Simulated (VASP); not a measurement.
KMnAg3C6N6: single point with PBE

The system is KMnAg3C6N6.

```xyz
17
Lattice="6.8904 0.0000 0.0000 -3.4452 5.9673 0.0000 0.0000 0.0000 8.1649" Properties=species:S:1:pos:R:3 pbc="T T T"
K     0.0000    3.9782    0.0000
Mn    0.0000    0.0000    0.0000
Ag    3.4452    0.0892    4.0824
Ag    5.0905    2.9390    4.0824
Ag    1.7999    2.9390    4.0824
C     2.3778    0.0388    2.3374
C     5.6679    2.0399    2.3374
C     2.2898    3.8886    2.3374
C     4.6006    3.8886    5.8275
C     4.5126    0.0388    5.8275
C     1.2225    2.0399    5.8275
N    -1.6832    5.9487    1.3447
N    -0.8649    1.5353    1.3447
N     2.5481    4.4506    1.3447
N    -2.5481    4.4506    6.8202
N     1.6832    5.9487    6.8202
N     0.8649    1.5353    6.8202
```

```
Program                : VASP 6.6.1
Task                   : single point
Functional             : PBE
Potentials or basis    : VASP PAW PBE potentials, release 64 (K_sv, Mn_pv, Ag, C, N)
Cutoff                 : 520 eV
k mesh                 : 5 × 5 × 4
Occupations            : fermi-dirac, width 0.05 eV
Spin                   : collinear spin, ferromagnetic start
Starting moments       : [0.0, 4.0, 0.0, 0.0, 0.0, 0.0, 0.0, 0.0, 0.0, 0.0, 0.0, 0.0, 0.0, 0.0, 0.0, 0.0, 0.0] μB
Dipole correction      : no
Further INCAR settings : LREAL = Auto; ALGO = Normal; EDIFF = 1e-06; NBANDS = 72
```

- Pressure: -2.2 GPa
- Largest force: 1.629 eV/Å
- Band gap on the k mesh: 0.73 eV (least direct gap 0.79 eV)
- Net moment: 1.00 μB per cell
- Site moments: K -0.00; Mn +1.02; Ag -0.00; C -0.00; N -0.01 μB
- Valence electrons inside the program's atomic spheres: K 7.56; Mn 11.29; Ag 9.93; C 2.58; N 3.87

Forces in eV/Å, atoms in the order of the input:
```
K    0.000  0.000  0.000
Mn   0.000  0.000  0.000
Ag   0.000 -0.007  0.000
Ag   0.006  0.003  0.000
Ag  -0.006  0.003  0.000
C    0.244  0.003  0.293
C   -0.124  0.210  0.293
C   -0.120 -0.213  0.293
C    0.120 -0.213 -0.293
C   -0.244  0.003 -0.293
C    0.124  0.210 -0.293
N   -1.272  0.083 -1.014
N    0.564 -1.143 -1.014
N    0.708  1.060 -1.014
N   -0.708  1.060  1.014
N    1.272  0.083  1.014
N   -0.564 -1.143  1.014
```

Stress tensor (GPa, compression positive):
```
-2.07  0.00  0.00
 0.00 -2.07  0.00
 0.00  0.00 -2.37
```

Levels at points of the mesh, in eV from the valence-band top:
Spin up:
```tsv
k point	band 52	band 53	band 54	band 55	band 56	band 57	band 58	band 59
(0.00, 0.00, 0.00)	-1.42	-1.42	-0.58	-0.58	1.00	1.00	1.21	2.48
(0.00, 0.00, 0.50)	-1.38	-1.38	-0.65	-0.65	0.87	0.87	1.35	2.70
```
Spin down:
| k point | band 51 | band 52 | band 53 | band 54 | band 55 | band 56 | band 57 | band 58 |
| --- | --- | --- | --- | --- | --- | --- | --- | --- |
| (0.00, 0.00, 0.00) | -1.43 | -1.43 | 0.00 | 0.00 | 0.87 | 1.21 | 1.49 | 1.49 |
| (0.00, 0.00, 0.50) | -1.38 | -1.38 | -0.18 | -0.18 | 0.81 | 1.34 | 1.50 | 1.50 |

Run time: 8.2 min on 4 MPI ranks on Intel(R) Xeon(R) Platinum 8375C CPU @ 2.90GHz (Ice Lake), with other jobs on the host, peak memory 0.93 GiB a rank.

Caveat: an odd mesh through Γ misses points on the zone boundary, where band edges can lie; a cell with one magnetic atom can't hold antiferromagnetic order, which such compounds often take; forces of over 1 eV/Å act on the atoms, so gaps and moduli don't describe the material at rest.
